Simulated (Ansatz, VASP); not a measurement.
## Br in VASP and in Ansatz

```
CELL_PARAMETERS angstrom
3.87719 0.00000 0.00000
-1.93859 3.35774 0.00000
0.00000 0.00000 8.18428
ATOMIC_POSITIONS crystal
Br 0.00000 0.00000 0.00000
Br 0.00000 0.00000 0.50000
Br 0.33333 0.66667 0.75000
Br 0.66667 0.33333 0.25000
```

Alike in both runs: functional PBEsol; k mesh 15 × 15 × 6; occupations gaussian, width 0.1 eV; no spin polarisation.

Ansatz relaxed the structure, and its values are those at the end. VASP's run is a single point on that final structure, the one shown.

|  | VASP | Ansatz |
| --- | --- | --- |
| version | VASP 6.6.1 | Ansatz 0.2.0 |
| potentials or method | VASP PAW PBE potentials, release 64 (Br), cutoff 520 eV | scalar-relativistic, plane waves, PAW |
| valence electrons in the cell | 28 | 28 |

```csv
,VASP,Ansatz,Ansatz less VASP
gap on the k mesh at the Fermi level (eV),none,none,-
pressure (GPa),0.0,0.0,-0.03
```

VASP's potentials were made for PBE, not for PBEsol. A gap of «none» marks a metal or a gap that the smearing closes. With one functional, cell and mesh, what is left measures potentials, basis and numerics.
